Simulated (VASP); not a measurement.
Wanted: the native input for a VASP 6.6.1 run.

```
Task                   : single point
Functional             : PBE
Dispersion             : D3(BJ)
Potentials or basis    : VASP PAW PBE potentials, release 64 (O, H, C)
Cutoff                 : 520 eV
k mesh                 : 1 × 1 × 1
Occupations            : fermi-dirac, width 0.02 eV
Spin                   : no spin polarisation
Dipole correction      : no
Further INCAR settings : LREAL = Auto; ALGO = Normal; EDIFF = 1e-07; NBANDS = 39
```

The structure of H10CO6 lies in POSCAR:

```
H10CO6
1.0
    6.1962860000      0.0000000000      0.0000000000
    0.0000000000      6.1962860000      0.0000000000
    0.0000000000      0.0000000000      6.1962860000
O H C
6 10 1
Direct
    0.3697053364      0.2319131170      0.1697629838
    0.3766611160      1.0529856111      0.5558329619
    1.0537602687      0.2621893179      0.8696822580
    0.7184949178      0.9809747323      0.8090168853
    0.8366786168      0.4495596233      0.3522594018
    0.9915455807      0.7331972733      0.5118065887
    0.2486973648      0.2328491616      0.0656522310
    0.4882602256      0.1556416214      0.0945405038
    0.3821321353      1.1295153258      0.4147645864
    0.2633028882      0.9409507566      0.5291072749
    1.1597269719      0.1908885419      0.7752063091
    0.9348987442      0.1452967148      0.8514616659
    0.8046594363      0.8636625230      0.7600682086
    0.6067989760      0.9900930977      0.6936251813
    0.7136533078      0.5599806077      0.3459330315
    1.1286761134      0.4368746052      0.5027043619
    0.9961773876      0.5385806917      0.4584520469
```

The input as run:

INCAR

```
ALGO = Normal
EDIFF = 1E-7
ENCUT = 520
GGA = PE
ISIF = 2
ISMEAR = -1
IVDW = 12
LASPH = True
LCHARG = False
LREAL = Auto
LWAVE = False
NBANDS = 39
NELM = 60
PREC = Accurate
SIGMA = 0.02
```

KPOINTS

```
k-points
0
Gamma
  1 1 1
```

Potentials or basis: VASP PAW PBE potentials, release 64 (O, H, C).

The run is started by

```bash
$ cat potpaw_PBE.64/O/POTCAR potpaw_PBE.64/H/POTCAR potpaw_PBE.64/C/POTCAR > POTCAR
$ mpirun -np 1 vasp_gam > vasp.out
```

It gave:

| Item | Value |
| --- | --- |
| Pressure | -0.8 GPa |
| Largest force | 2.927 eV/Å |
| Band gap on the k mesh | 5.03 eV |
| Dispersion energy per atom | -0.028 eV |

Caveat: the k points lie up to 1.01 Å⁻¹ apart.

It took 32 s on 1 thread of AMD EPYC 7R13 Processor (Zen 3), on a shared host, peak memory 0.28 GiB.
